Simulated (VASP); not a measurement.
Wanted: the native input for a VASP 6.6.1 run.

* Task: single point
* Functional: PBEsol
* Dispersion: D3(BJ)
* Potentials or basis: VASP PAW PBE potentials, release 64 (Sn_d, O)
* Cutoff: 520 eV
* k mesh: 12 × 12 × 4
* Occupations: gaussian, width 0.05 eV
* Spin: no spin polarisation
* Dipole correction: no
* Further INCAR settings: ALGO = Normal; EDIFF = 1e-06; NBANDS = 35

The structure of SnO2 lies in POSCAR:

```
SnO2
1.0
    3.1779419946      0.0000000000      0.0000000000
   -1.5889709973      2.7521784991      0.0000000000
    0.0000000000      0.0000000000     10.1134263721
Sn O
2 4
Direct
   -0.2424017669     -0.2249885035      0.5000000000
    0.2424017669      0.2249885035      0.0000000000
    0.4208232968      0.1051504592      0.4003665319
    0.9125100365      0.5615162074      0.0996334681
    0.0874899635      0.4384837926      0.5996334681
    0.5791767032      0.8948495408      0.9003665319
```

This cell differs from its parent crystal: atoms displaced along several vibrational modes.

One way to write it, as run:

INCAR

```
SYSTEM = SnO2
  PREC = Accurate
  ENCUT = 520
  EDIFF = 1E-6
  ISMEAR = 0
  SIGMA = 0.05
  LREAL = .False.
  LASPH = .True.
  NELM = 100
  ALGO = Normal
  ISIF = 2
  LWAVE = .False.
  LCHARG = .True.
  GGA = PS
  IVDW = 12
  LELF = .True.
  LVHAR = .True.
  NBANDS = 35
```

KPOINTS

```
regular mesh
0
Gamma
  12 12 4
  0 0 0
```

Potentials or basis: VASP PAW PBE potentials, release 64 (Sn_d, O).

The run is started by

```bash
$ cat potpaw_PBE.64/Sn_d/POTCAR potpaw_PBE.64/O/POTCAR > POTCAR
$ mpirun -np 1 vasp_std > vasp.out
```

Results of the run:

The pressure is 0.3 GPa and the largest force is 0.167 eV/Å. The band gap on the k mesh is 2.29 eV (least direct gap 2.63 eV). The dispersion energy per atom is -0.154 eV.

Caveat: the cell differs from its parent crystal (atoms displaced along several vibrational modes); the PAW data sets were made with another functional, which shifts forces and pressure a little; spin-orbit coupling is left out, which moves the levels of the heavy elements.

Wall time 14 min on 1 thread of Intel Xeon 8259CL, on a shared host, peak memory 0.61 GiB.
